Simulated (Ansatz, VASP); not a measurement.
**SrO in VASP and in Ansatz**

File POSCAR:

```
SrO
1.0
    0.0000000000      2.5798927166      2.5798927166
    2.5798927166      0.0000000000      2.5798927166
    2.5798927166      2.5798927166      0.0000000000
Sr O
1 1
Direct
    0.5000000000      0.5000000000      0.5000000000
    0.0000000000      0.0000000000      0.0000000000
```

INCAR.step1

```
SYSTEM = SrO
PREC     = Accurate       ! precision mode
ENCUT    = 520            ! plane-wave cutoff, eV
EDIFF    = 1E-5           ! SCF threshold, eV
ISMEAR   = 0              ! smearing method
SIGMA    = 0.01           ! smearing width, eV
LREAL    = .FALSE.        ! projectors in reciprocal space
LASPH    = .TRUE.         ! aspherical terms in the spheres
NELM     = 100            ! most SCF steps
ALGO     = Normal         ! electronic algorithm
ISIF     = 2              ! what is computed and relaxed
LWAVE    = .TRUE.         ! write WAVECAR
LCHARG   = .FALSE.        ! write CHGCAR
GGA      = PE             ! functional
NBANDS   = 15             ! bands
```

Contents of INCAR.step2:

```
SYSTEM = SrO
PREC     = Accurate       ! precision mode
ENCUT    = 520            ! plane-wave cutoff, eV
EDIFF    = 1E-7           ! SCF threshold, eV
ISMEAR   = 0              ! smearing method
SIGMA    = 0.01           ! smearing width, eV
LREAL    = .FALSE.        ! projectors in reciprocal space
LASPH    = .TRUE.         ! aspherical terms in the spheres
NELM     = 100            ! most SCF steps
ALGO     = Normal         ! electronic algorithm
ISIF     = 2              ! what is computed and relaxed
LWAVE    = .FALSE.        ! write WAVECAR
LCHARG   = .FALSE.        ! write CHGCAR
GGA      = PE             ! functional
LHFCALC  = .TRUE.         ! exact exchange
HFSCREEN = 0.2079         ! screening, 1/A
PRECFOCK = Normal       
ISTART   = 1            
NBANDS   = 15             ! bands
```

Contents of KPOINTS:

```
regular mesh
0
G
  4 4 4
  0 0 0
```

Input for Ansatz:

```yaml
crystal:
  lattice:
    - [0.0, 2.5798927166, 2.5798927166]
    - [2.5798927166, 0.0, 2.5798927166]
    - [2.5798927166, 2.5798927166, 0.0]
  atoms:
    - { symbol: Sr, position: [0.5, 0.5, 0.5] }
    - { symbol: O, position: [0.0, 0.0, 0.0] }
kpoints:
  mp_grid: { grid: [4, 4, 4] }
hamiltonian:
  xc: hse06
scf:
  occupations: { method: fixed }
  n_extra_bands: 4
output:
  forces: true
  stress: true
  eigenvalues: true
```

Alike in both runs: task single point; functional HSE06; k mesh 4 × 4 × 4; no spin polarisation.

|  | VASP | Ansatz |
| --- | --- | --- |
| version | VASP 6.6.1 | Ansatz 0.2.0 |
| potentials or method | VASP PAW PBE potentials, release 64 (Sr_sv, O) | plane waves, PAW |
| plane-wave cutoff (eV) | 520 | 420 |
| occupations | gaussian, width 0.01 eV | fixed |
| valence electrons in the cell | 16 | 16 |

Ansatz gave:

```
gap on the k mesh at the Fermi level (eV) : 4.79
pressure (GPa)                            : -0.3
```

Q: Which values does VASP return?

A: gap on the k mesh at the Fermi level (eV): 4.74; pressure (GPa): 0.2.

Ansatz's warnings: stress exchange threshold loose, stress scf threshold loose.

The k mesh is coarse, so the values compare programs but aren't converged.
